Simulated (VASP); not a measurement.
# PtS2 (P-3m1) in VASP: settings compared, part 2 of 2

VASP 6.6.1.

## (4) Single point, PBE-based screened hybrid with 10 % exact exchange

Input file POSCAR:

```
PtS2
1.0
    3.5526415803      0.0000000000      0.0000000000
   -1.7763207902      3.0766778591      0.0000000000
    0.0000000000      0.0000000000      5.1227110450
Pt S
1 2
Direct
    0.0000000000      0.0000000000      0.0000000000
    0.3333333333      0.6666666667      0.2392599773
    0.6666666667      0.3333333333      0.7607400227
```

Input file INCAR.step1:

```
SYSTEM = PtS2
ALGO = Normal
EDIFF = 1E-5
ENCUT = 520
GGA = PE
ISIF = 2
ISMEAR = 0
LASPH = .TRUE.
LCHARG = .FALSE.
LREAL = .FALSE.
LWAVE = .TRUE.
NBANDS = 18
NELM = 100
PREC = Accurate
SIGMA = 0.01
```

Input file INCAR.step2:

```
SYSTEM = PtS2
AEXX = 0.1
ALGO = Normal
EDIFF = 1E-6
ENCUT = 520
GGA = PE
HFSCREEN = 0.3
ISIF = 2
ISMEAR = 0
ISTART = 1
LASPH = .TRUE.
LCHARG = .FALSE.
LHFCALC = .TRUE.
LREAL = .FALSE.
LWAVE = .FALSE.
NBANDS = 18
NELM = 100
PREC = Accurate
PRECFOCK = Normal
SIGMA = 0.01
```

Input file KPOINTS:

```
k-points
0
G
  6 6 2
  0 0 0
```

Potentials or basis: VASP PAW PBE potentials, release 64 (Pt, S).

Run with:

```sh
> cat potpaw_PBE.64/Pt/POTCAR potpaw_PBE.64/S/POTCAR > POTCAR
> cp INCAR.step1 INCAR
> mpirun -np 1 vasp_std > vasp.out
> cp INCAR.step2 INCAR
> mpirun -np 1 vasp_std > vasp.out
```

OUTCAR:

```text
SYSTEM = PtS2
   AEXX = 0.1
   EDIFF = 1E-6
   ENCUT = 520
   GGA = PE
   HFSCREEN = 0.3
   ISIF = 2
   ISMEAR = 0
   ISTART = 1
   LASPH = .TRUE.
   LHFCALC = .TRUE.
   LREAL = .FALSE.
   NELM = 100
   PREC = Accurate
   PRECFOCK = Normal

 ion  position               nearest neighbor table
   1  0.000  0.000  0.000-   2 2.39   3 2.39   3 2.39   2 2.39   3 2.39   2 2.39
   2  0.333  0.667  0.239-   1 2.39   1 2.39   1 2.39
   3  0.667  0.333  0.761-   1 2.39   1 2.39   1 2.39

  LATTYP: Found a hexagonal cell.
 ALAT       =     3.5526415803
 C/A-ratio  =     1.4419442348

  Lattice vectors:

 A1 = (   3.5526415803,   0.0000000000,   0.0000000000)
 A2 = (  -1.7763207902,   3.0766778591,   0.0000000000)
 A3 = (   0.0000000000,   0.0000000000,   5.1227110450)

Analysis of symmetry for initial positions (statically):
=====================================================================
 Subroutine PRICEL returns:
 Original cell was already a primitive cell.

 Routine SETGRP: Setting up the symmetry group for a
 hexagonal supercell.

 Subroutine GETGRP returns: Found 12 space group operations
 (whereof 12 operations were pure point group operations)
 out of a pool of 24 trial point group operations.

The static configuration has the point symmetry D_3d.

Analysis of symmetry for dynamics (positions and initial velocities):
=====================================================================
 Subroutine PRICEL returns:
 Original cell was already a primitive cell.

 Routine SETGRP: Setting up the symmetry group for a
 hexagonal supercell.

 Subroutine GETGRP returns: Found 12 space group operations
 (whereof 12 operations were pure point group operations)
 out of a pool of 24 trial point group operations.

The dynamic configuration has the point symmetry D_3d.

 Subroutine INISYM returns: Found 12 space group operations
 (whereof 12 operations are pure point group operations),
 and found     1 'primitive' translations

----------------------------------------------------------------------------------------

                                     Primitive cell

  volume of cell :      55.9929

  direct lattice vectors                    reciprocal lattice vectors
     3.552641580  0.000000000  0.000000000     0.281480689  0.162512952  0.000000000
    -1.776320790  3.076677859  0.000000000     0.000000000  0.325025903  0.000000000
     0.000000000  0.000000000  5.122711045     0.000000000  0.000000000  0.195209137

  length of vectors
     3.552641580  3.552641580  5.122711045     0.325025903  0.325025903  0.195209137

  position of ions in fractional coordinates (direct lattice)
     0.000000000  0.000000000  0.000000000
     0.333333333  0.666666667  0.239259977
     0.666666667  0.333333333  0.760740023

  ion indices of the primitive-cell ions
   primitive index   ion index
                 1           1
                 2           2
[... 34 lines left out ...]
  0.166667  0.166667  0.000000      6.000000
  0.333333  0.166667  0.000000     12.000000
  0.333333  0.333333  0.000000      2.000000
  0.000000  0.000000  0.500000      1.000000
  0.166667 -0.000000  0.500000      6.000000
  0.333333 -0.000000  0.500000      6.000000
  0.500000  0.000000  0.500000      3.000000
  0.166667  0.166667  0.500000      6.000000
  0.333333  0.166667  0.500000     12.000000
  0.333333  0.333333  0.500000      2.000000
   k-points           NKPTS =     14   k-points in BZ     NKDIM =     72   number of bands    NBANDS=     18
   number of dos      NEDOS =    301   number of ions     NIONS =      3
   total plane-waves  NPLWV =  31360
   dimension x,y,z NGX =    28 NGY =   28 NGZ =   40
   dimension x,y,z NGXF=    56 NGYF=   56 NGZF=   80
   ions per type =               1   2
   NGX,Y,Z   is equivalent  to a cutoff of  13.10, 13.10, 12.98 a.u.
   NGXF,Y,Z  is equivalent  to a cutoff of  26.21, 26.21, 25.96 a.u.
 SYSTEM =  PtS2
   PREC   = accura    normal or accurate (medium, high low for compatibility)
   ISTART =      1    job   : 0-new  1-cont  2-samecut
   ICHARG =      0    charge: 1-file 2-atom 10-const
   ISPIN  =      1    spin polarized calculation?
   LNONCOLLINEAR =      F non collinear calculations
   LSORBIT =      F    spin-orbit coupling
   LASPH  =      T    aspherical Exc in radial PAW
   ENCUT  =  520.0 eV  38.22 Ry    6.18 a.u.   6.61  6.61  9.52*2*pi/ulx,y,z
   NELM   =    100;   NELMIN=  2; NELMDL=  0     # of ELM steps
   EDIFF  = 0.1E-05   stopping-criterion for ELM
   LREAL  =      F    real-space projection
   EDIFFG = 0.1E-04   stopping-criterion for IOM
   NSW    =      0    number of steps for IOM
   IBRION =     -1    ionic relax: 0-MD 1-quasi-New 2-CG
   NFREE  =      0    steps in history (QN), initial steepest desc. (CG)
   ISIF   =      2    stress and relaxation
   ISYM   =      3    0-nonsym 1-usesym 2-fastsym
   POTIM  = 0.5000    time-step for ionic-motion
   TEBEG  =    0.0;   TEEND  =   0.0 temperature during run
   PSTRESS=    0.0 pullay stress
   NELECT =      22.0000    total number of electrons
   NUPDOWN=      -1.0000    fix difference up-down
   EMIN   =  10.00;   EMAX   =-10.00  energy-range for DOS
   EFERMI =   0.00;   METHOD = LEGACY
   ISMEAR =     0;   SIGMA  =   0.01  broadening in eV -4-tet -1-fermi 0-gaus
   EFERMI_NEDOS =   21; number of points for ismear=-14 and -15
   IALGO  =     38    algorithm
   IMIX   =      1    mixing-type and parameters
     AMIX     =   0.40;   BMIX     =  1.00
     AMIX_MAG =   1.60;   BMIX_MAG =  1.00
  volume/ion in A,a.u.               =      18.66       125.95
  Fermi-wavevector in a.u.,A,eV,Ry     =   1.199052  2.265879 19.561441  1.437725
  Thomas-Fermi vector in A             =   2.334925
   LORBIT       =      0    0 simple, 1 ext, 2 COOP (PROOUT), +10 PAW based schemes
   GGA     = PE    functional components
   LHFCALC =     T    Hartree Fock is set to
   PRECFOCK=normal    Normal, Fast or Accurate (Low or Medium for compatibility)
   ENCUT4O =  -1.0   cutoff for four orbital integrals eV
   NKREDX  =     1    reduce k-point grid by
   NKREDY  =     1    reduce k-point grid by
   NKREDZ  =     1    reduce k-point grid by
   AEXX    =    0.1000 exact exchange contribution
   HFSCREEN=    0.3000 screening length (either q_TF or 0.3 A-1)
   HFSCREENC=   0.3000 screening length for correlation (either q_TF or 0.3 A-1)
   ENCUTFOCK=  -1.0 apply spherical cutoff to Coloumb kernel
   IVDW    =     0    specifies the selected vdW correction
   LEPSILON=     F    determine dielectric tensor
   LRPA    =     F    only Hartree local field effects (RPA)
 non-spin polarized calculation
 Gauss-broadening in eV      SIGMA  =   0.01
  energy-cutoff  :      520.00
  volume of cell :       55.99
 maximum number of plane-waves:      1536
 NGX is ok and might be reduce to    28
  NGX = 20; NGY = 20; NGZ = 30

 number of electron      21.9999996 magnetization

 Free energy of the ion-electron system (eV)
  ---------------------------------------------------
  ext. energy  EPLUGINS =         0.00000000
  ---------------------------------------------------
  free energy    TOTEN  =       -16.43648993 eV

  energy without entropy =      -16.43648993  energy(sigma->0) =      -16.43648993

 E-fermi :   6.4198     XC(G=0):  -9.8489

 val. band max:        6.2961188245   @ k =   0.0000   0.0000   0.0000
 cond. band min:       7.3007607152   @ k =   0.3333   0.3333   0.0000
 fundamental gap:      1.0046418907
 Fermi energy:         6.4198370834

 k-point     1 :       0.0000    0.0000    0.0000
  band No.  band energies     occupation
      1      -9.4195      2.00000
      2      -6.5077      2.00000
      3      -0.8192      2.00000
      4      -0.4156      2.00000
      5      -0.4156      2.00000
      6       2.2806      2.00000
[... 271 lines left out ...]
      5       0.0133      2.00000
      6       1.8668      2.00000
[... 10 lines left out ...]
     17      14.6463      0.00000
     18      17.3070      0.00000

------------------------ aborting loop because EDIFF is reached ----------------------------------------

  FORCE on cell =-STRESS in cart. coord.  units (eV):
  Direction    XX          YY          ZZ          XY          YZ          ZX
  --------------------------------------------------------------------------------------
  -------------------------------------------------------------------------------------
  Total        0.5717463      0.5717463      0.4892815     -0.0000000      0.0000000      0.0000000
  in kB       16.3599003     16.3599003     14.0002601     -0.0000000      0.0000000      0.0000000
  external PRESSURE =      15.5733535 kB  Pullay stress =       0.0000000 kB

 VOLUME and BASIS-vectors are now :
 -----------------------------------------------------------------------------
  energy-cutoff  :      520.00
  volume of cell :       55.99
      direct lattice vectors                 reciprocal lattice vectors
     3.552641580  0.000000000  0.000000000     0.281480689  0.162512952  0.000000000
    -1.776320790  3.076677859  0.000000000     0.000000000  0.325025903  0.000000000
     0.000000000  0.000000000  5.122711045     0.000000000  0.000000000  0.195209137

 POSITION                                       TOTAL-FORCE (eV/Angst)
 -----------------------------------------------------------------------------------
      0.00000      0.00000      0.00000        -0.000000     -0.000000      0.000000
     -0.00000      2.05112      1.22566        -0.000000     -0.000000     -0.122562
      1.77632      1.02556      3.89705         0.000000      0.000000      0.122562
 -----------------------------------------------------------------------------------
    total drift:                                0.000002      0.000002      0.000007

  FREE ENERGIE OF THE ION-ELECTRON SYSTEM (eV)
  ---------------------------------------------------
  free  energy   TOTEN  =       -16.4364899277 eV

  energy  without entropy=      -16.4364899277  energy(sigma->0) =      -16.43648993
```

It took 14 min on 1 thread of AMD EPYC 7R13 (Zen 3), shared host; peak memory 0.26 GiB.

What came out:

| Item | Value |
| --- | --- |
| Free energy | -16.4365 eV |
| Pressure | 1.6 GPa |
| Largest force | 0.123 eV/Å |
| Band gap on the k mesh | 1.00 eV (least direct gap 1.77 eV) |

Forces in eV/Å, atoms in the order of the input:
```
Pt   0.000  0.000  0.000
S    0.000  0.000 -0.123
S    0.000  0.000  0.123
```

Levels at points of the mesh, in eV from the valence-band top:
```csv
k point,band 9,band 10,band 11,band 12,band 13,band 14
"(0.00, 0.00, 0.00)",-1.06,-1.06,0.00,2.31,2.31,5.00
"(0.50, 0.00, 0.00)",-3.20,-3.20,-2.57,1.75,2.79,5.75
"(0.00, 0.00, 0.50)",-1.29,-1.29,-1.24,2.85,2.85,5.83
"(0.50, 0.00, 0.50)",-2.91,-2.80,-1.48,1.94,2.45,5.40
```

Caveat: the k points lie up to 0.61 Å⁻¹ apart; the PAW data sets were made with another functional, which shifts forces and pressure a little; spin-orbit coupling is left out, which moves the levels of the heavy elements. A k mesh can miss the band edges.

## (5) Single point, PBE-based screened hybrid with 5 % exact exchange

POSCAR is that of step 4.

Input file INCAR.step1:

```
PREC = Accurate
ENCUT = 520
EDIFF = 1E-5
ISMEAR = 0
SIGMA = 0.01
LREAL = F
LASPH = T
NELM = 80
ALGO = Normal
ISIF = 2
LWAVE = T
LCHARG = F
NBANDS = 18
GGA = PE
```

Input file INCAR.step2:

```
PREC = Accurate
ENCUT = 520
EDIFF = 1E-7
ISMEAR = 0
SIGMA = 0.01
LREAL = F
LASPH = T
NELM = 80
ALGO = Normal
ISIF = 2
LWAVE = F
LCHARG = F
GGA = PE
LHFCALC = T
AEXX = 0.05
HFSCREEN = 0.3
PRECFOCK = Normal
NBANDS = 18
ISTART = 1
```

Input file KPOINTS:

```
regular mesh
0
Gamma
  6 6 2
```

Run with:

```sh
> cat potpaw_PBE.64/Pt/POTCAR potpaw_PBE.64/S/POTCAR > POTCAR
> cp INCAR.step1 INCAR
> mpirun -np 1 vasp_std > vasp.out
> cp INCAR.step2 INCAR
> mpirun -np 1 vasp_std > vasp.out
```

Wall time 14 min (1 thread of AMD EPYC 7R13 (Zen 3), shared host); peak memory 0.26 GiB.

Results (log left out):

```yaml
Free_energy: -15.9115 eV
Pressure: 2.4 GPa
Largest_force: 0.042 eV/Å
Band_gap_on_the_k_mesh: 0.93 eV (least direct gap 1.65 eV)
```

Forces on the atoms (eV/Å):
```
Pt   0.000  0.000  0.000
S    0.000  0.000 -0.042
S    0.000  0.000  0.042
```

Stress tensor (GPa, compression positive):
```
2.67 0.00 0.00
0.00 2.67 0.00
0.00 0.00 1.98
```

Levels at points of the mesh, in eV from the valence-band top:
```csv
k point,band 7,band 8,band 9,band 10,band 11,band 12,band 13,band 14,band 15,band 16
"(0.00, 0.00, 0.00)",-3.85,-2.07,-1.03,-1.03,0.00,2.23,2.23,4.90,5.60,8.26
"(0.50, 0.00, 0.00)",-3.19,-3.16,-3.14,-3.05,-2.47,1.67,2.69,5.60,6.62,8.37
"(0.00, 0.00, 0.50)",-3.87,-2.60,-1.27,-1.27,-1.16,2.76,2.76,5.71,7.27,7.94
"(0.50, 0.00, 0.50)",-3.20,-3.17,-2.77,-2.74,-1.44,1.86,2.35,5.25,5.64,7.80
```

Caveat: the k points lie up to 0.61 Å⁻¹ apart; the PAW data sets were made with another functional, which shifts forces and pressure a little; spin-orbit coupling is left out, which moves the levels of the heavy elements. A k mesh can miss the band edges.

## (6) The runs side by side

```tsv
level	potentials or basis	k mesh	cutoff (eV)	smearing	grid for exact exchange (PRECFOCK)	share of exact exchange	screening parameter	gap on the mesh (eV)	pressure (GPa)	largest force (eV/Å)
r2SCAN	VASP PAW PBE potentials, release 64 (Pt_sv_GW, S)	6 × 6 × 4	630	fermi-dirac 0.05 eV	-	-	-	1.00	0.8	0.08
PBE-based screened hybrid with 50 % exact exchange	VASP PAW PBE potentials, release 64 (Pt_sv_GW, S)	6 × 6 × 2	430	gaussian 0.01 eV	Normal	0.5	0.1 1/Å	2.76	-7.0	0.89
PBE-based screened hybrid with 10 % exact exchange	VASP PAW PBE potentials, release 64 (Pt, S)	6 × 6 × 2	520	gaussian 0.01 eV	Normal	0.1	0.3 1/Å	1.00	1.6	0.12
PBE-based screened hybrid with 5 % exact exchange	VASP PAW PBE potentials, release 64 (Pt, S)	6 × 6 × 2	520	gaussian 0.01 eV	Normal	0.05	0.3 1/Å	0.93	2.4	0.04
```

Alike in all rows: task single point; no spin polarisation; cell as given.

Caveats: some runs use coarse meshes; the PAW data sets were made with another functional, which shifts forces and pressure a little; spin-orbit coupling is left out, which moves the levels of the heavy elements.

Total energies depend on the potentials used, so only differences within one code and one set of settings carry meaning.
